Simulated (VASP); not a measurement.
# SnTe (Fm-3m) in VASP: a series of runs

Aim: see how the results for SnTe move with the level of theory and the settings. Levels: LDA, PBE. Tasks: single point.

Everything below comes from runs of VASP 6.6.1. Logs are shortened: lines on timing, memory, paths and dates and some standing lists are left out, and cuts for length are marked.

## Step 1: The cell of the first run

The structure is cubic, space group Fm-3m (No. 225). Conventional cell: a = 6.313 Å, b = 6.313 Å, c = 6.313 Å, α = 90.00°, β = 90.00°, γ = 90.00°. Sn (site symmetry m-3m) has 6 Te at 3.16 Å within 4.2 Å. Within 4.2 Å of Te (site symmetry m-3m) lie 6 Sn at 3.16 Å.

## Step 2: Single point, LDA

The input, INCAR:

```
SYSTEM = SnTe
PREC = Accurate ; ENCUT = 520
EDIFF = 1E-7 ; ISMEAR = -1
SIGMA = 0.08 ; LREAL = .False.
LASPH = .True. ; NELM = 80
ALGO = Normal ; ISIF = 2
LWAVE = .False. ; LCHARG = .False.
GGA = CA ; NBANDS = 17
```

The input, KPOINTS:

```
Automatic mesh
0
Gamma
  11 11 11
  0 0 0
```

The input, POSCAR:

```
SnTe
1.0
    0.0000000000      3.1565000000      3.1565000000
    3.1565000000      0.0000000000      3.1565000000
    3.1565000000      3.1565000000      0.0000000000
Sn Te
1 1
Direct
    0.0000000000      0.0000000000      0.0000000000
    0.5000000000      0.5000000000      0.5000000000
```

Potentials or basis: VASP PAW LDA potentials, release 64 (Sn_d, Te).

Started as:

```console
> cat potpaw_LDA.64/Sn_d/POTCAR potpaw_LDA.64/Te/POTCAR > POTCAR
> mpirun -np 1 vasp_std > vasp.out
```

OUTCAR:

```text
SYSTEM = SnTe
   PREC = Accurate
   ENCUT = 520
   EDIFF = 1E-7
   ISMEAR = -1
   LREAL = .False.
   LASPH = .True.
   NELM = 80
   ISIF = 2
   GGA = CA

 ion  position               nearest neighbor table
   1  0.000  0.000  0.000-   2 3.16   2 3.16   2 3.16   2 3.16   2 3.16   2 3.16
   2  0.500  0.500  0.500-   1 3.16   1 3.16   1 3.16   1 3.16   1 3.16   1 3.16

  LATTYP: Found a face centered cubic cell.
 ALAT       =     6.3130000000

  Lattice vectors:

 A1 = (   0.0000000000,   3.1565000000,   3.1565000000)
 A2 = (   3.1565000000,   0.0000000000,   3.1565000000)
 A3 = (   3.1565000000,   3.1565000000,   0.0000000000)

Analysis of symmetry for initial positions (statically):
=====================================================================
 Subroutine PRICEL returns:
 Original cell was already a primitive cell.

 Routine SETGRP: Setting up the symmetry group for a
 face centered cubic supercell.

 Subroutine GETGRP returns: Found 48 space group operations
 (whereof 48 operations were pure point group operations)
 out of a pool of 48 trial point group operations.

The static configuration has the point symmetry O_h .

Analysis of symmetry for dynamics (positions and initial velocities):
=====================================================================
 Subroutine PRICEL returns:
 Original cell was already a primitive cell.

 Routine SETGRP: Setting up the symmetry group for a
 face centered cubic supercell.

 Subroutine GETGRP returns: Found 48 space group operations
 (whereof 48 operations were pure point group operations)
 out of a pool of 48 trial point group operations.

The dynamic configuration has the point symmetry O_h .

 Subroutine INISYM returns: Found 48 space group operations
 (whereof 48 operations are pure point group operations),
 and found     1 'primitive' translations

----------------------------------------------------------------------------------------

                                     Primitive cell

  volume of cell :      62.8995

  direct lattice vectors                    reciprocal lattice vectors
     0.000000000  3.156500000  3.156500000    -0.158403295  0.158403295  0.158403295
     3.156500000  0.000000000  3.156500000     0.158403295 -0.158403295  0.158403295
     3.156500000  3.156500000  0.000000000     0.158403295  0.158403295 -0.158403295

  length of vectors
     4.463965110  4.463965110  4.463965110     0.274362555  0.274362555  0.274362555

  position of ions in fractional coordinates (direct lattice)
     0.000000000  0.000000000  0.000000000
     0.500000000  0.500000000  0.500000000

  ion indices of the primitive-cell ions
   primitive index   ion index
                 1           1
                 2           2

----------------------------------------------------------------------------------------

 KPOINTS: Automatic mesh

Automatic generation of k-mesh.
 Grid dimensions read from file:
 generate k-points for:   11   11   11

 Generating k-lattice:

  Cartesian coordinates                     Fractional coordinates (reciprocal lattice)
    -0.014400300  0.014400300  0.014400300     0.090909091  0.000000000  0.000000000
     0.014400300 -0.014400300  0.014400300     0.000000000  0.090909091  0.000000000
     0.014400300  0.014400300 -0.014400300     0.000000000  0.000000000  0.090909091

  Length of vectors
     0.024942050  0.024942050  0.024942050

  Shift w.r.t. Gamma in fractional coordinates (k-lattice)
     0.000000000  0.000000000  0.000000000

 Subroutine IBZKPT returns following result:
 ===========================================

 Found     56 irreducible k-points:

 Following reciprocal coordinates:
            Coordinates               Weight
  0.000000  0.000000  0.000000      1.000000
  0.090909  0.000000  0.000000      8.000000
  0.181818  0.000000  0.000000      8.000000
  0.272727  0.000000  0.000000      8.000000
  0.363636  0.000000  0.000000      8.000000
  0.454545  0.000000  0.000000      8.000000
[... 16 lines left out ...]
 -0.272727  0.181818  0.000000     24.000000
 -0.181818  0.181818  0.000000     12.000000
 [... further k-points ...]
   k-points           NKPTS =     56   k-points in BZ     NKDIM =     56   number of bands    NBANDS=     17
   number of dos      NEDOS =    301   number of ions     NIONS =      2
   total plane-waves  NPLWV =  46656
   dimension x,y,z NGX =    36 NGY =   36 NGZ =   36
   dimension x,y,z NGXF=    72 NGYF=   72 NGZF=   72
   ions per type =               1   1
   NGX,Y,Z   is equivalent  to a cutoff of  13.41, 13.41, 13.41 a.u.
   NGXF,Y,Z  is equivalent  to a cutoff of  26.81, 26.81, 26.81 a.u.
 SYSTEM =  SnTe
   PREC   = accura    normal or accurate (medium, high low for compatibility)
   ISTART =      0    job   : 0-new  1-cont  2-samecut
   ICHARG =      2    charge: 1-file 2-atom 10-const
   ISPIN  =      1    spin polarized calculation?
   LNONCOLLINEAR =      F non collinear calculations
   LSORBIT =      F    spin-orbit coupling
   LASPH  =      T    aspherical Exc in radial PAW
   ENCUT  =  520.0 eV  38.22 Ry    6.18 a.u.   8.30  8.30  8.30*2*pi/ulx,y,z
   NELM   =     80;   NELMIN=  2; NELMDL= -5     # of ELM steps
   EDIFF  = 0.1E-06   stopping-criterion for ELM
   LREAL  =      F    real-space projection
   EDIFFG = 0.1E-05   stopping-criterion for IOM
   NSW    =      0    number of steps for IOM
   IBRION =     -1    ionic relax: 0-MD 1-quasi-New 2-CG
   NFREE  =      0    steps in history (QN), initial steepest desc. (CG)
   ISIF   =      2    stress and relaxation
   ISYM   =      2    0-nonsym 1-usesym 2-fastsym
   POTIM  = 0.5000    time-step for ionic-motion
   TEBEG  =    0.0;   TEEND  =   0.0 temperature during run
   PSTRESS=    0.0 pullay stress
   NELECT =      20.0000    total number of electrons
   NUPDOWN=      -1.0000    fix difference up-down
   EMIN   =  10.00;   EMAX   =-10.00  energy-range for DOS
   EFERMI =   0.00;   METHOD = LEGACY
   ISMEAR =    -1;   SIGMA  =   0.08  broadening in eV -4-tet -1-fermi 0-gaus
   EFERMI_NEDOS =   21; number of points for ismear=-14 and -15
   IALGO  =     38    algorithm
   IMIX   =      4    mixing-type and parameters
     AMIX     =   0.40;   BMIX     =  1.00
     AMIX_MAG =   1.60;   BMIX_MAG =  1.00
  volume/ion in A,a.u.               =      31.45       212.23
  Fermi-wavevector in a.u.,A,eV,Ry     =   1.117384  2.111549 16.987507  1.248547
  Thomas-Fermi vector in A             =   2.254006
   LORBIT       =      0    0 simple, 1 ext, 2 COOP (PROOUT), +10 PAW based schemes
   GGA     = CA    functional components
   LHFCALC =     F    Hartree Fock is set to
   AEXX    =    0.0000 exact exchange contribution
   IVDW    =     0    specifies the selected vdW correction
   LEPSILON=     F    determine dielectric tensor
   LRPA    =     F    only Hartree local field effects (RPA)
 non-spin polarized calculation
  energy-cutoff  :      520.00
  volume of cell :       62.90
 maximum number of plane-waves:      1715
 NGX is ok and might be reduce to    36
   NGX = 17   NGY = 17   NGZ = 17

 number of electron      19.9999999 magnetization

 Free energy of the ion-electron system (eV)
  ---------------------------------------------------
  ext. energy  EPLUGINS =         0.00000000
  ---------------------------------------------------
  free energy    TOTEN  =        -8.82187536 eV

  energy without entropy =       -8.82016294  energy(sigma->0) =       -8.82101915

 E-fermi :   6.6460     XC(G=0):  -9.7157

 val. band max:        6.4718772286   @ k =   0.4545   0.0000   0.0000
 cond. band min:       6.8958594613   @ k =   0.4545   0.0000   0.0000
 fundamental gap:      0.4239822327
 Fermi energy:         6.6460499333

 k-point     1 :       0.0000    0.0000    0.0000
  band No.  band energies     occupation
      1     -15.1184      2.00000
      2     -15.1184      2.00000
      3     -15.1096      2.00000
      4     -15.1096      2.00000
      5     -15.1096      2.00000
      6      -6.1096      2.00000
[... 9 lines left out ...]
     16      11.4543      0.00000
     17      13.4435      0.00000

 k-point     2 :       0.0909    0.0000    0.0000
  band No.  band energies     occupation
      1     -15.1187      2.00000
      2     -15.1187      2.00000
      3     -15.1095      2.00000
      4     -15.1092      2.00000
      5     -15.1092      2.00000
      6      -6.0402      2.00000
[... 9 lines left out ...]
     16      11.6260      0.00000
     17      14.0657      0.00000

 k-point     3 :       0.1818    0.0000    0.0000
  band No.  band energies     occupation
      1     -15.1197      2.00000
      2     -15.1197      2.00000
      3     -15.1091      2.00000
      4     -15.1079      2.00000
      5     -15.1079      2.00000
      6      -5.8382      2.00000
[... 9 lines left out ...]
     16      12.1067      0.00000
     17      15.3156      0.00000

 k-point     4 :       0.2727    0.0000    0.0000
  band No.  band energies     occupation
      1     -15.1211      2.00000
      2     -15.1211      2.00000
      3     -15.1087      2.00000
      4     -15.1059      2.00000
      5     -15.1059      2.00000
      6      -5.5266      2.00000
[... 9 lines left out ...]
     16      12.8669      0.00000
     17      16.8522      0.00000
[... 343 lines left out ...]
      1     -15.1247      2.00000
      2     -15.1221      2.00000
      3     -15.1068      2.00000
      4     -15.1040      2.00000
      5     -15.1030      2.00000
      6      -4.8074      2.00000
[... 9 lines left out ...]
     16      14.0032      0.00000
     17      16.8370      0.00000

 k-point    23 :      -0.2727    0.1818    0.0000
  band No.  band energies     occupation
      1     -15.1226      2.00000
      2     -15.1224      2.00000
      3     -15.1074      2.00000
      4     -15.1047      2.00000
      5     -15.1042      2.00000
      6      -5.0989      2.00000
[... 9 lines left out ...]
     16      15.2168      0.00000
     17      15.8815      0.00000

 k-point    24 :      -0.1818    0.1818    0.0000
  band No.  band energies     occupation
      1     -15.1220      2.00000
      2     -15.1207      2.00000
      3     -15.1084      2.00000
      4     -15.1063      2.00000
      5     -15.1049      2.00000
      6      -5.4259      2.00000
[... 9 lines left out ...]
     16      14.5188      0.00000
     17      14.6733      0.00000

 [... further k-points ...]

------------------------ aborting loop because EDIFF is reached ----------------------------------------

  FORCE on cell =-STRESS in cart. coord.  units (eV):
  Direction    XX          YY          ZZ          XY          YZ          ZX
  --------------------------------------------------------------------------------------
  -------------------------------------------------------------------------------------
  Total       -0.6630715     -0.6630715     -0.6630715      0.0000000      0.0000000     -0.0000000
  in kB      -16.8897635    -16.8897635    -16.8897635      0.0000000      0.0000000     -0.0000000
  external PRESSURE =     -16.8897635 kB  Pullay stress =       0.0000000 kB

 VOLUME and BASIS-vectors are now :
 -----------------------------------------------------------------------------
  energy-cutoff  :      520.00
  volume of cell :       62.90
      direct lattice vectors                 reciprocal lattice vectors
     0.000000000  3.156500000  3.156500000    -0.158403295  0.158403295  0.158403295
     3.156500000  0.000000000  3.156500000     0.158403295 -0.158403295  0.158403295
     3.156500000  3.156500000  0.000000000     0.158403295  0.158403295 -0.158403295

 POSITION                                       TOTAL-FORCE (eV/Angst)
 -----------------------------------------------------------------------------------
      0.00000      0.00000      0.00000         0.000000      0.000000      0.000000
      3.15650      3.15650      3.15650         0.000000      0.000000     -0.000000
 -----------------------------------------------------------------------------------
    total drift:                               -0.000000      0.000000      0.000000

  FREE ENERGIE OF THE ION-ELECTRON SYSTEM (eV)
  ---------------------------------------------------
  free  energy   TOTEN  =        -8.8218753610 eV

  energy  without entropy=       -8.8201629416  energy(sigma->0) =       -8.82101915
```

Run time: 48 s. Hardware: 1 thread of Intel Xeon Platinum 8259CL at 2.50GHz (Skylake/Cascade Lake), shared host; peak memory 0.2 GiB.

Results:

```
Free energy : -8.8219 eV
Pressure    : -1.7 GPa
```

Levels at points of the mesh, in eV from the Fermi level:
| k point | band 8 | band 9 | band 10 | band 11 | band 12 | band 13 |
| --- | --- | --- | --- | --- | --- | --- |
| (0.00, 0.00, 0.00) | -2.08 | -2.08 | -2.08 | 3.30 | 3.30 | 3.30 |

Caveat: this odd mesh misses L, where the gap lies, so gap, dielectric constants and Born charges aren't listed; spin-orbit coupling is left out, which moves the levels of the heavy elements.

## Step 3: Single point, PBE

The input, INCAR:

```
ALGO = Normal ; EDIFF = 1E-6
ENCUT = 520 ; GGA = PE
ISIF = 2 ; ISMEAR = -1
LASPH = True ; LCHARG = False
LREAL = False ; LWAVE = False
NBANDS = 17 ; NELM = 100
PREC = Accurate ; SIGMA = 0.08
```

The input, KPOINTS:

```
k-points
0
Gamma
  11 11 11
```

POSCAR is that of step 2.

Potentials or basis: VASP PAW PBE potentials, release 64 (Sn_d, Te).

Started as:

```console
> cat potpaw_PBE.64/Sn_d/POTCAR potpaw_PBE.64/Te/POTCAR > POTCAR
> mpirun -np 1 vasp_std > vasp.out
```

Run time: 45 s. Hardware: 1 thread of Intel Xeon Platinum 8259CL at 2.50GHz (Skylake/Cascade Lake), shared host; peak memory 0.23 GiB.

It converged, with:

- Free energy: -7.5482 eV
- Pressure: 2.0 GPa

Levels at points of the mesh, in eV from the Fermi level:
```csv
k point,band 6,band 7,band 8,band 9,band 10,band 11,band 12,band 13,band 14,band 15
"(0.00, 0.00, 0.00)",-12.79,-4.72,-2.15,-2.15,-2.15,3.32,3.32,3.32,4.74,4.74
```

Caveat: this odd mesh misses L, where the gap lies, so gap, dielectric constants and Born charges aren't listed; spin-orbit coupling is left out, which moves the levels of the heavy elements.
